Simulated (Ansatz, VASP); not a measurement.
# Two plane-wave programs on SiC

```xyz
4
Lattice="3.0918 0.0000 0.0000 -1.5459 2.6775 0.0000 0.0000 0.0000 5.0740" Properties=species:S:1:pos:R:3 pbc="T T T"
Si    0.0000    1.7850    0.0232
Si    1.5459    0.8925    2.5602
C     0.0000    1.7850    1.9303
C     1.5459    0.8925    4.4674
```

Alike in both runs: task relaxation of cell and atoms; functional PBE; k mesh 12 × 12 × 6; occupations gaussian, width 0.02 eV; no spin polarisation.

|  | VASP | Ansatz |
| --- | --- | --- |
| version | VASP 6.6.1 | Ansatz 0.2.0 |
| potentials or method | VASP PAW PBE potentials, release 64 (Si, C), cutoff 600 eV | scalar-relativistic, plane waves, PAW |
| valence electrons in the cell | 16 | 16 |

VASP gave:

| Quantity | Value |
| --- | --- |
| gap on the k mesh at the Fermi level, each at its own relaxed structure (eV) | 2.30 |
| relaxed volume (Å³/atom) | 10.49 |
| relaxed cell length with the largest relative difference (Å) | 5.073 |

Problem. What did Ansatz give for the same quantities?

Solution. gap on the k mesh at the Fermi level, each at its own relaxed structure (eV): 2.31; relaxed volume (Å³/atom): 10.50; relaxed cell length with the largest relative difference (Å): 5.074.
